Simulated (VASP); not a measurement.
# InSb (Pmmn) in VASP: electric field gradients with r2SCAN

Aim: the electric field gradients of InSb with r2SCAN.

Everything below comes from runs of VASP 6.6.1. Logs are shortened: lines on timing, memory, paths and dates and some standing lists are left out, and cuts for length are marked.

### Step 1. The cell of the first run

Symmetry: Pmmn, No. 59, orthorhombic system. The conventional cell has a = 5.357 Å, b = 5.712 Å, c = 3.063 Å, α = 90.00°, β = 90.00°, γ = 90.00°. In (site symmetry mm2) has 8 Sb at 2.88 to 3.94 Å and 6 In at 3.06 to 4.06 Å within 4.1 Å. Sb (site symmetry mm2) has 10 In at 2.88 to 4.45 Å and 10 Sb at 3.06 to 4.29 Å within 4.5 Å.

### Step 2. Electric field gradients, r2SCAN

File POSCAR:

```
InSb
1.0
    5.3570000000      0.0000000000      0.0000000000
    0.0000000000      5.7120000000      0.0000000000
    0.0000000000      0.0000000000      3.0630000000
In Sb
2 2
Direct
    0.0000000000      0.0000000000      0.1722389182
    0.5000000000      0.5000000000     -0.1722389182
    0.5000000000      0.0000000000      0.7149606498
    0.0000000000      0.5000000000      0.2850393502
```

File INCAR.step1:

```
PREC = Accurate ; ENCUT = 520
ISMEAR = -1 ; SIGMA = 0.05
LREAL = False ; LASPH = True
NELM = 80 ; NBANDS = 26
GGA = PE ; ALGO = Normal
EDIFF = 1E-4 ; LWAVE = True
LCHARG = False
```

File INCAR.step2:

```
PREC = Accurate ; ENCUT = 520
EDIFF = 1E-8 ; ISMEAR = -1
SIGMA = 0.05 ; LREAL = False
LASPH = True ; NELM = 80
ALGO = Normal ; ISIF = 2
LWAVE = False ; LCHARG = False
METAGGA = R2SCAN ; LMIXTAU = True
LEFG = True ; NBANDS = 26
ISTART = 1
```

File KPOINTS:

```
Automatic mesh
0
Gamma
  9 8 15
```

Potentials or basis: VASP PAW PBE potentials, release 64 (In_d, Sb).

Launch:

```bash
$ cat potpaw_PBE.64/In_d/POTCAR potpaw_PBE.64/Sb/POTCAR > POTCAR
$ cp INCAR.step1 INCAR
$ mpirun -np 1 vasp_std > vasp.out
$ cp INCAR.step2 INCAR
$ mpirun -np 1 vasp_std > vasp.out
```

OUTCAR:

```text
PREC = Accurate
   ENCUT = 520
   EDIFF = 1E-8
   ISMEAR = -1
   LREAL = False
   LASPH = True
   NELM = 80
   ISIF = 2
   METAGGA = R2SCAN
   ISTART = 1

 ion  position               nearest neighbor table
   1  0.000  0.000  0.172-   4 2.88   4 2.88   3 3.02   3 3.02   3 3.15   3 3.15
   2  0.500  0.500  0.828-   3 2.88   3 2.88   4 3.02   4 3.02   4 3.15   4 3.15
   3  0.500  0.000  0.715-   2 2.88   2 2.88   1 3.02   1 3.02   1 3.15   1 3.15
   4  0.000  0.500  0.285-   1 2.88   1 2.88   2 3.02   2 3.02   2 3.15   2 3.15

  LATTYP: Found a simple orthorhombic cell.
 ALAT       =     3.0630000000
 B/A-ratio  =     1.7489389487
 C/A-ratio  =     1.8648383937

  Lattice vectors:

 A1 = (   0.0000000000,   0.0000000000,   3.0630000000)
 A2 = (   5.3570000000,   0.0000000000,   0.0000000000)
 A3 = (   0.0000000000,   5.7120000000,   0.0000000000)

Analysis of symmetry for initial positions (statically):
=====================================================================
 Subroutine PRICEL returns:
 Original cell was already a primitive cell.

 Routine SETGRP: Setting up the symmetry group for a
 simple orthorhombic supercell.

 Subroutine GETGRP returns: Found  8 space group operations
 (whereof  4 operations were pure point group operations)
 out of a pool of  8 trial point group operations.

The static configuration has the point symmetry C_2v.
 The point group associated with its full space group is D_2h.

Analysis of symmetry for dynamics (positions and initial velocities):
=====================================================================
 Subroutine PRICEL returns:
 Original cell was already a primitive cell.

 Routine SETGRP: Setting up the symmetry group for a
 simple orthorhombic supercell.

 Subroutine GETGRP returns: Found  8 space group operations
 (whereof  4 operations were pure point group operations)
 out of a pool of  8 trial point group operations.

The dynamic configuration has the point symmetry C_2v.
 The point group associated with its full space group is D_2h.

 Subroutine INISYM returns: Found  8 space group operations
 (whereof  4 operations are pure point group operations),
 and found     1 'primitive' translations

----------------------------------------------------------------------------------------

                                     Primitive cell

  volume of cell :      93.7253

  direct lattice vectors                    reciprocal lattice vectors
     5.357000000  0.000000000  0.000000000     0.186671645  0.000000000  0.000000000
     0.000000000  5.712000000  0.000000000     0.000000000  0.175070028  0.000000000
     0.000000000  0.000000000  3.063000000     0.000000000  0.000000000  0.326477310

  length of vectors
     5.357000000  5.712000000  3.063000000     0.186671645  0.175070028  0.326477310

  position of ions in fractional coordinates (direct lattice)
     0.000000000  0.000000000  0.172238918
     0.500000000  0.500000000  0.827761082
     0.500000000  0.000000000  0.714960650
     0.000000000  0.500000000  0.285039350

  ion indices of the primitive-cell ions
   primitive index   ion index
                 1           1
                 2           2
                 3           3
                 4           4

----------------------------------------------------------------------------------------

 KPOINTS: Automatic mesh

Automatic generation of k-mesh.
 Grid dimensions read from file:
 generate k-points for:    9    8   15

 Generating k-lattice:

  Cartesian coordinates                     Fractional coordinates (reciprocal lattice)
     0.020741294  0.000000000  0.000000000     0.111111111  0.000000000  0.000000000
     0.000000000  0.021883754  0.000000000     0.000000000  0.125000000  0.000000000
     0.000000000  0.000000000  0.021765154     0.000000000  0.000000000  0.066666667
[... 43 lines left out ...]
   dimension x,y,z NGXF=    80 NGYF=   84 NGZF=   48
   ions per type =               2   2
   NGX,Y,Z   is equivalent  to a cutoff of  12.41, 12.22, 13.03 a.u.
   NGXF,Y,Z  is equivalent  to a cutoff of  24.83, 24.45, 26.05 a.u.
 SYSTEM =  unknown system
   PREC   = accura    normal or accurate (medium, high low for compatibility)
   ISTART =      1    job   : 0-new  1-cont  2-samecut
   ICHARG =      0    charge: 1-file 2-atom 10-const
   ISPIN  =      1    spin polarized calculation?
   LNONCOLLINEAR =      F non collinear calculations
   LSORBIT =      F    spin-orbit coupling
   LASPH  =      T    aspherical Exc in radial PAW
   ENCUT  =  520.0 eV  38.22 Ry    6.18 a.u.   9.96 10.62  5.70*2*pi/ulx,y,z
   NELM   =     80;   NELMIN=  2; NELMDL=  0     # of ELM steps
   EDIFF  = 0.1E-07   stopping-criterion for ELM
   LREAL  =      F    real-space projection
   EDIFFG = 0.1E-06   stopping-criterion for IOM
   NSW    =      0    number of steps for IOM
   IBRION =     -1    ionic relax: 0-MD 1-quasi-New 2-CG
   NFREE  =      0    steps in history (QN), initial steepest desc. (CG)
   ISIF   =      2    stress and relaxation
   ISYM   =      2    0-nonsym 1-usesym 2-fastsym
   POTIM  = 0.5000    time-step for ionic-motion
   TEBEG  =    0.0;   TEEND  =   0.0 temperature during run
   PSTRESS=    0.0 pullay stress
   NELECT =      36.0000    total number of electrons
   NUPDOWN=      -1.0000    fix difference up-down
   EMIN   =  10.00;   EMAX   =-10.00  energy-range for DOS
   EFERMI =   0.00;   METHOD = LEGACY
   ISMEAR =    -1;   SIGMA  =   0.05  broadening in eV -4-tet -1-fermi 0-gaus
   EFERMI_NEDOS =   21; number of points for ismear=-14 and -15
   IALGO  =     38    algorithm
   IMIX   =      4    mixing-type and parameters
     AMIX     =   0.40;   BMIX     =  1.00
     AMIX_MAG =   1.60;   BMIX_MAG =  1.00
  volume/ion in A,a.u.               =      23.43       158.12
  Fermi-wavevector in a.u.,A,eV,Ry     =   1.190027  2.248824 19.268076  1.416164
  Thomas-Fermi vector in A             =   2.326121
   LORBIT       =      0    0 simple, 1 ext, 2 COOP (PROOUT), +10 PAW based schemes
   METAGGA = R2SCAN    functional components
   LHFCALC =     F    Hartree Fock is set to
   AEXX    =    0.0000 exact exchange contribution
   IVDW    =     0    specifies the selected vdW correction
   LEPSILON=     F    determine dielectric tensor
   LRPA    =     F    only Hartree local field effects (RPA)
 non-spin polarized calculation
  energy-cutoff  :      520.00
  volume of cell :       93.73
 maximum number of plane-waves:      2552
 NGX is ok and might be reduce to    40
   NGX = 19   NGY = 21   NGZ = 11

 number of electron      35.9999994 magnetization

 Free energy of the ion-electron system (eV)
  ---------------------------------------------------
  ext. energy  EPLUGINS =         0.00000000
  ---------------------------------------------------
  free energy    TOTEN  =       -96.10317727 eV

  energy without entropy =      -96.09029773  energy(sigma->0) =      -96.09673750

 E-fermi :   9.6632     XC(G=0): -11.4294

 val. band max:        9.6571570644   @ k =   0.4444   0.1250   0.0000
 cond. band min:       9.6662954083   @ k =   0.4444   0.0000   0.1333
 fundamental gap:      0.0091383440
 Fermi energy:         9.6631827021

 k-point     1 :       0.0000    0.0000    0.0000
  band No.  band energies     occupation
      1      -6.2519      2.00000
      2      -6.2337      2.00000
      3      -6.1635      2.00000
      4      -5.9058      2.00000
      5      -5.8939      2.00000
      6      -5.7838      2.00000
[... 685 lines left out ...]
     25      18.0809      0.00000
     26      18.0809      0.00000

 [... further k-points ...]

------------------------ aborting loop because EDIFF is reached ----------------------------------------

  FORCE on cell =-STRESS in cart. coord.  units (eV):
  Direction    XX          YY          ZZ          XY          YZ          ZX
  --------------------------------------------------------------------------------------
  -------------------------------------------------------------------------------------
  Total        6.5140946      7.3606544      7.8573896      0.0000000      0.0000000      0.0000000
  in kB      111.3545075    125.8259350    134.3173227      0.0000000      0.0000000      0.0000000
  external PRESSURE =     123.8325884 kB  Pullay stress =       0.0000000 kB

 VOLUME and BASIS-vectors are now :
 -----------------------------------------------------------------------------
  energy-cutoff  :      520.00
  volume of cell :       93.73
      direct lattice vectors                 reciprocal lattice vectors
     5.357000000  0.000000000  0.000000000     0.186671645  0.000000000  0.000000000
     0.000000000  5.712000000  0.000000000     0.000000000  0.175070028  0.000000000
     0.000000000  0.000000000  3.063000000     0.000000000  0.000000000  0.326477310

 POSITION                                       TOTAL-FORCE (eV/Angst)
 -----------------------------------------------------------------------------------
      0.00000      0.00000      0.52757         0.000000      0.000000      0.037838
      2.67850      2.85600      2.53543         0.000000      0.000000     -0.037838
      2.67850      0.00000      2.18992         0.000000      0.000000      0.087736
      0.00000      2.85600      0.87308         0.000000      0.000000     -0.087736
 -----------------------------------------------------------------------------------
    total drift:                               -0.000000      0.000000      0.000000

  FREE ENERGIE OF THE ION-ELECTRON SYSTEM (eV)
  ---------------------------------------------------
  free  energy   TOTEN  =       -96.1031772683 eV

  energy  without entropy=      -96.0902977260  energy(sigma->0) =      -96.09673750

 Electric field gradients (V/A^2)
---------------------------------------------------------------------
 ion       V_xx      V_yy      V_zz      V_xy      V_xz      V_yz
---------------------------------------------------------------------
   1      46.164   -59.761    13.597    -0.000    -0.000     0.000
   2      46.164   -59.761    13.597     0.000     0.000     0.000
   3      -1.277  -129.175   130.452    -0.000    -0.000     0.000
   4      -1.277  -129.175   130.452     0.000     0.000     0.000
---------------------------------------------------------------------

 Electric field gradients after diagonalization (V/A^2)
 (convention: |V_zz| > |V_xx| > |V_yy|)
----------------------------------------------------------------------
 ion       V_xx      V_yy      V_zz     asymmetry (V_yy - V_xx)/ V_zz
----------------------------------------------------------------------
   1      46.164    13.597   -59.761       0.545
   2      46.164    13.597   -59.761       0.545
   3    -129.175    -1.277   130.452       0.980
   4    -129.175    -1.277   130.452       0.980
----------------------------------------------------------------------

           NMR quadrupolar parameters

 Cq : quadrupolar parameter    Cq=e*Q*V_zz/h
 eta: asymmetry parameters     (V_yy - V_xx)/ V_zz
 Q  : nuclear electric quadrupole moment in mb (millibarn)
----------------------------------------------------------------------
 ion       Cq(MHz)       eta       Q (mb)
----------------------------------------------------------------------
   1      -0.145       0.545       1.000
   2      -0.145       0.545       1.000
   3       0.315       0.980       1.000
   4       0.315       0.980       1.000
----------------------------------------------------------------------
```

Wall time 28 min (1 thread of Oxide Virtual Turin-like, shared host); peak memory 0.49 GiB.

Results:

- Free energy: -96.1032 eV
- Pressure: 12.4 GPa
- Largest force: 0.088 eV/Å
- Band gap on the k mesh: zero (bands 18 and 19 overlap by 3.74 eV)
- Largest electric field gradient by atom: In -59.8; Sb +130.5 V/Å²

Forces on the atoms (eV/Å):
```
In   0.000  0.000  0.038
In   0.000  0.000 -0.038
Sb   0.000  0.000  0.088
Sb   0.000  0.000 -0.088
```

Electric field gradients, principal values (V/Å²):
```tsv
atom	least	middle	greatest (by size)
1 In	13.597	46.164	-59.761
2 In	13.597	46.164	-59.761
3 Sb	-1.277	-129.175	130.452
4 Sb	-1.277	-129.175	130.452
```

Caveat: the cell stands under pressure; without QUAD_EFG the Cq values of the log hold for a quadrupole moment of 1 mb, not for the nuclei; the PAW data sets were made with another functional, which shifts forces and pressure a little; spin-orbit coupling is left out, which moves the levels of the heavy elements.
